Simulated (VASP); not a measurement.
# ZnCu (Pm-3m) in VASP: single point with PBE

Aim: the single point of ZnCu with PBE.

All numbers are computed with VASP 6.6.1; they aren't measurements. Logs are shortened: lines on timing, memory, paths and dates and some standing lists are left out, and cuts for length are marked.

### Step 1. The cell of the first run

The structure is cubic, space group Pm-3m (No. 221). Conventional cell: a = 2.962 Å, b = 2.962 Å, c = 2.962 Å, α = 90.00°, β = 90.00°, γ = 90.00°. Cu (site symmetry m-3m) has 8 Zn at 2.56 Å and 6 Cu at 2.96 Å within 3.4 Å. Zn (site symmetry m-3m) has 8 Cu at 2.56 Å and 6 Zn at 2.96 Å within 3.4 Å.

### Step 2. Single point, PBE

Input file POSCAR:

```
ZnCu
1.0
   -2.9615876300     -2.9615876300      0.0000000000
   -2.9615876300      2.9615876300      0.0000000000
    0.0000000000      0.0000000000     -2.9615876300
Cu Zn
2 2
Direct
    0.0000000000      0.0000000000      0.0000000000
    0.5000000000      0.5000000000      0.0000000000
    0.0000000000      0.5000000000      0.5000000000
    0.5000000000      0.0000000000      0.5000000000
```

Input file INCAR.step1:

```
SYSTEM = ZnCu
ALGO = Normal ; EDIFF = 1E-6
ENCUT = 520 ; GGA = PE
ISIF = 2 ; ISMEAR = -1
LASPH = .True. ; LCHARG = .True.
LMAXMIX = 4 ; LREAL = .False.
LWAVE = .False. ; NBANDS = 31
NELM = 100 ; PREC = Accurate
SIGMA = 0.1
```

Input file KPOINTS.step1:

```
k-points
0
Gamma
  8 8 11
  0 0 0
```

Input file INCAR.step2:

```
SYSTEM = ZnCu
ALGO = Normal ; EDIFF = 1E-6
ENCUT = 520 ; GGA = PE
ICHARG = 11 ; ISIF = 2
ISMEAR = -5 ; LASPH = .True.
LCHARG = .False. ; LMAXMIX = 4
LORBIT = 11 ; LREAL = .False.
LWAVE = .False. ; NEDOS = 2001
NELM = 100 ; PREC = Accurate
SIGMA = 0.1
```

Input file KPOINTS.step2:

```
k-points
0
Gamma
  12 12 17
  0 0 0
```

Potentials or basis: VASP PAW PBE potentials, release 64 (Cu, Zn).

On the command line:

```sh
> cat potpaw_PBE.64/Cu/POTCAR potpaw_PBE.64/Zn/POTCAR > POTCAR
> cp INCAR.step1 INCAR
> cp KPOINTS.step1 KPOINTS
> mpirun -np 1 vasp_std > vasp.out
> cp INCAR.step2 INCAR
> cp KPOINTS.step2 KPOINTS
> mpirun -np 1 vasp_std > vasp.out
```

OUTCAR:

```text
SYSTEM = ZnCu
   EDIFF = 1E-6
   ENCUT = 520
   GGA = PE
   ICHARG = 11
   ISIF = 2
   ISMEAR = -5
   LASPH = .True.
   LORBIT = 11
   LREAL = .False.
   NELM = 100
   PREC = Accurate

 ion  position               nearest neighbor table
   1  0.000  0.000  0.000-   3 2.56   4 2.56   3 2.56   4 2.56   3 2.56   3 2.56   4 2.56   4 2.56

   2  0.500  0.500  0.000-   3 2.56   4 2.56   3 2.56   4 2.56   4 2.56   4 2.56   3 2.56   3 2.56

   3  0.000  0.500  0.500-   1 2.56   2 2.56   1 2.56   2 2.56   1 2.56   1 2.56   2 2.56   2 2.56
                             4 2.96   4 2.96   4 2.96   4 2.96
   4  0.500  0.000  0.500-   1 2.56   2 2.56   1 2.56   2 2.56   2 2.56   2 2.56   1 2.56   1 2.56
                             3 2.96   3 2.96   3 2.96   3 2.96

  LATTYP: Found a simple tetragonal cell.
 ALAT       =     4.1883173925
 C/A-ratio  =     0.7071067812

  Lattice vectors:

 A1 = (  -2.9615876300,  -2.9615876300,   0.0000000000)
 A2 = (  -2.9615876300,   2.9615876300,   0.0000000000)
 A3 = (   0.0000000000,   0.0000000000,  -2.9615876300)

Analysis of symmetry for initial positions (statically):
=====================================================================
 Subroutine PRICEL returns following result:

  LATTYP: Found a simple cubic cell.
 ALAT       =     2.9615876300

  Lattice vectors:

 A1 = (   0.0000000000,  -2.9615876300,   0.0000000000)
 A2 = (  -2.9615876300,   0.0000000000,   0.0000000000)
 A3 = (   0.0000000000,   0.0000000000,  -2.9615876300)

   2 primitive cells build up your supercell.

 Routine SETGRP: Setting up the symmetry group for a
 simple tetragonal supercell.

 Subroutine GETGRP returns: Found 16 space group operations
 (whereof 16 operations were pure point group operations)
 out of a pool of 16 trial point group operations.

The static configuration has the point symmetry D_4h.

Analysis of symmetry for dynamics (positions and initial velocities):
=====================================================================
 Subroutine PRICEL returns following result:

  LATTYP: Found a simple cubic cell.
 ALAT       =     2.9615876300

  Lattice vectors:

 A1 = (   0.0000000000,  -2.9615876300,   0.0000000000)
 A2 = (  -2.9615876300,   0.0000000000,   0.0000000000)
 A3 = (   0.0000000000,   0.0000000000,  -2.9615876300)

   2 primitive cells build up your supercell.

 Routine SETGRP: Setting up the symmetry group for a
 simple tetragonal supercell.

 Subroutine GETGRP returns: Found 16 space group operations
 (whereof 16 operations were pure point group operations)
 out of a pool of 16 trial point group operations.

The dynamic configuration has the point symmetry D_4h.

 Subroutine INISYM returns: Found 16 space group operations
 (whereof 16 operations are pure point group operations),
 and found     2 'primitive' translations

----------------------------------------------------------------------------------------

                                     Primitive cell

  volume of cell :      25.9761

  direct lattice vectors                    reciprocal lattice vectors
     0.000000000 -2.961587630  0.000000000     0.000000000 -0.337656732  0.000000000
    -2.961587630  0.000000000  0.000000000    -0.337656732  0.000000000  0.000000000
     0.000000000  0.000000000 -2.961587630     0.000000000  0.000000000 -0.337656732

  length of vectors
     2.961587630  2.961587630  2.961587630     0.337656732  0.337656732  0.337656732

  position of ions in fractional coordinates (direct lattice)
     0.000000000  0.000000000  0.000000000
     0.500000000  0.500000000  0.500000000

  ion indices of the primitive-cell ions
   primitive index   ion index
                 1           1
                 2           3

----------------------------------------------------------------------------------------

 KPOINTS: k-points

Automatic generation of k-mesh.
 Grid dimensions read from file:
 generate k-points for:   12   12   17

 Generating k-lattice:

  Cartesian coordinates                     Fractional coordinates (reciprocal lattice)
    -0.014069030 -0.014069030  0.000000000     0.083333333  0.000000000  0.000000000
    -0.014069030  0.014069030  0.000000000     0.000000000  0.083333333  0.000000000
     0.000000000  0.000000000 -0.019862161     0.000000000  0.000000000  0.058823529

  Length of vectors
     0.019896614  0.019896614  0.019862161

  Shift w.r.t. Gamma in fractional coordinates (k-lattice)
     0.000000000  0.000000000  0.000000000

 TETIRR: Found   3678 inequivalent tetrahedra from    14688

 Subroutine IBZKPT returns following result:
 ===========================================

 Found    252 irreducible k-points:

 Following reciprocal coordinates:
            Coordinates               Weight
  0.000000  0.000000  0.000000      1.000000
  0.083333  0.000000  0.000000      4.000000
  0.166667  0.000000  0.000000      4.000000
  0.250000  0.000000  0.000000      4.000000
  0.333333  0.000000  0.000000      4.000000
  0.416667  0.000000  0.000000      4.000000
[... 16 lines left out ...]
  0.333333  0.333333  0.000000      4.000000
  0.416667  0.333333  0.000000      8.000000
 [... further k-points ...]
   k-points           NKPTS =    252   k-points in BZ     NKDIM =    252   number of bands    NBANDS=     27
   number of dos      NEDOS =   2001   number of ions     NIONS =      4
   total plane-waves  NPLWV =  24576
   dimension x,y,z NGX =    32 NGY =   32 NGZ =   24
   dimension x,y,z NGXF=    64 NGYF=   64 NGZF=   48
   ions per type =               2   2
   NGX,Y,Z   is equivalent  to a cutoff of  12.70, 12.70, 13.47 a.u.
   NGXF,Y,Z  is equivalent  to a cutoff of  25.40, 25.40, 26.94 a.u.
 SYSTEM =  ZnCu
   PREC   = accura    normal or accurate (medium, high low for compatibility)
   ISTART =      0    job   : 0-new  1-cont  2-samecut
   ICHARG =     11    charge: 1-file 2-atom 10-const
   ISPIN  =      1    spin polarized calculation?
   LNONCOLLINEAR =      F non collinear calculations
   LSORBIT =      F    spin-orbit coupling
   LASPH  =      T    aspherical Exc in radial PAW
   ENCUT  =  520.0 eV  38.22 Ry    6.18 a.u.   7.79  7.79  5.51*2*pi/ulx,y,z
   NELM   =    100;   NELMIN=  2; NELMDL=  0     # of ELM steps
   EDIFF  = 0.1E-05   stopping-criterion for ELM
   LREAL  =      F    real-space projection
   EDIFFG = 0.1E-04   stopping-criterion for IOM
   NSW    =      0    number of steps for IOM
   IBRION =     -1    ionic relax: 0-MD 1-quasi-New 2-CG
   NFREE  =      0    steps in history (QN), initial steepest desc. (CG)
   ISIF   =      2    stress and relaxation
   ISYM   =      2    0-nonsym 1-usesym 2-fastsym
   POTIM  = 0.5000    time-step for ionic-motion
   TEBEG  =    0.0;   TEEND  =   0.0 temperature during run
   PSTRESS=    0.0 pullay stress
   NELECT =      46.0000    total number of electrons
   NUPDOWN=      -1.0000    fix difference up-down
   EMIN   =  10.00;   EMAX   =-10.00  energy-range for DOS
   EFERMI =   0.00;   METHOD = LEGACY
   ISMEAR =    -5;   SIGMA  =   0.10  broadening in eV -4-tet -1-fermi 0-gaus
   EFERMI_NEDOS =   21; number of points for ismear=-14 and -15
   IALGO  =     38    algorithm
   IMIX   =      4    mixing-type and parameters
     AMIX     =   0.40;   BMIX     =  1.00
     AMIX_MAG =   1.60;   BMIX_MAG =  1.00
  volume/ion in A,a.u.               =      12.99        87.65
  Fermi-wavevector in a.u.,A,eV,Ry     =   1.572025  2.970697 33.623580  2.471263
  Thomas-Fermi vector in A             =   2.673521
   LORBIT       =     11    0 simple, 1 ext, 2 COOP (PROOUT), +10 PAW based schemes
   GGA     = PE    functional components
   LHFCALC =     F    Hartree Fock is set to
   AEXX    =    0.0000 exact exchange contribution
   IVDW    =     0    specifies the selected vdW correction
   LEPSILON=     F    determine dielectric tensor
   LRPA    =     F    only Hartree local field effects (RPA)
 non-spin polarized calculation
 Fermi weights with tetrahedron method with Bloechl corrections
  energy-cutoff  :      520.00
  volume of cell :       51.95
 maximum number of plane-waves:      1427
 NGX is ok and might be reduce to    32

 number of electron      46.0000036 magnetization

 Free energy of the ion-electron system (eV)
  ---------------------------------------------------
  ext. energy  EPLUGINS =         0.00000000
  ---------------------------------------------------
  free energy    TOTEN  =       -10.02645902 eV

  energy without entropy =      -10.02645902  energy(sigma->0) =      -10.02645902

 E-fermi :   5.3820     XC(G=0): -12.3080

 val. band max:        5.5760696795   @ k =   0.0000   0.0000   0.2353
 cond. band min:       5.3030492451   @ k =   0.5000   0.1667   0.1176
 fundamental gap:     -0.2730204343
 Fermi energy:         5.3819846130

 k-point     1 :       0.0000    0.0000    0.0000
  band No.  band energies     occupation
      1      -4.8266      2.00000
      2      -2.6156      2.00000
      3      -2.4137      2.00000
      4      -2.4129      2.00000
      5      -2.2934      2.00000
      6      -1.9956      2.00000
[... 19 lines left out ...]
     26      11.5520      0.00000
     27      11.5520      0.00000

 k-point     2 :       0.0833    0.0000    0.0000
  band No.  band energies     occupation
      1      -4.7644      2.00000
      2      -2.6009      2.00000
      3      -2.4044      2.00000
      4      -2.4020      2.00000
      5      -2.2928      2.00000
      6      -1.9911      2.00000
[... 652 lines left out ...]
 k-point    24 :       0.4167    0.3333    0.0000
  band No.  band energies     occupation
      1      -2.7239      2.00000
      2      -2.3632      2.00000
      3      -2.2286      2.00000
      4      -2.1551      2.00000
      5      -2.0746      2.00000
      6      -1.9217      2.00000
[... 19 lines left out ...]
     26      14.4563      0.00000
     27      15.0053      0.00000

 [... further k-points ...]

------------------------ aborting loop because EDIFF is reached ----------------------------------------

  FORCE on cell =-STRESS in cart. coord.  units (eV):
  Direction    XX          YY          ZZ          XY          YZ          ZX
  --------------------------------------------------------------------------------------
  -------------------------------------------------------------------------------------
  Total        0.4467424      0.4467424      0.4829902      0.0000000     -0.0000000      0.0000000
  in kB       13.7772961     13.7772961     14.8951586      0.0000000     -0.0000000      0.0000000
  external PRESSURE =      14.1499170 kB  Pullay stress =       0.0000000 kB

 VOLUME and BASIS-vectors are now :
 -----------------------------------------------------------------------------
  energy-cutoff  :      520.00
  volume of cell :       51.95
      direct lattice vectors                 reciprocal lattice vectors
    -2.961587630 -2.961587630  0.000000000    -0.168828366 -0.168828366  0.000000000
    -2.961587630  2.961587630  0.000000000    -0.168828366  0.168828366  0.000000000
     0.000000000  0.000000000 -2.961587630     0.000000000  0.000000000 -0.337656732

 POSITION                                       TOTAL-FORCE (eV/Angst)
 -----------------------------------------------------------------------------------
      0.00000      0.00000      0.00000        -0.000000     -0.000000     -0.000000
     -2.96159      0.00000      0.00000        -0.000000      0.000000     -0.000000
     -1.48079      1.48079     -1.48079         0.000000     -0.000000      0.000000
     -1.48079     -1.48079     -1.48079        -0.000000     -0.000000     -0.000000
 -----------------------------------------------------------------------------------
    total drift:                                0.000000     -0.000000      0.000000

  FREE ENERGIE OF THE ION-ELECTRON SYSTEM (eV)
  ---------------------------------------------------
  free  energy   TOTEN  =       -10.0264590248 eV

  energy  without entropy=      -10.0264590248  energy(sigma->0) =      -10.02645902

 total charge

# of ion       s       p       d       tot
------------------------------------------
    1        0.422   0.371   9.179   9.971
    2        0.422   0.371   9.179   9.971
    3        0.578   0.509   9.735  10.822
    4        0.578   0.509   9.735  10.822
--------------------------------------------------
tot          1.999   1.759  37.828  41.586
```

It took 4 min on 1 thread of AMD EPYC 7R13 (Zen 3), shared host; peak memory 0.38 GiB.

Results:

- Valence electrons inside the program's atomic spheres: Cu 9.97; Zn 10.82

Caveat: tetrahedron occupations give inexact forces and stress in metals.
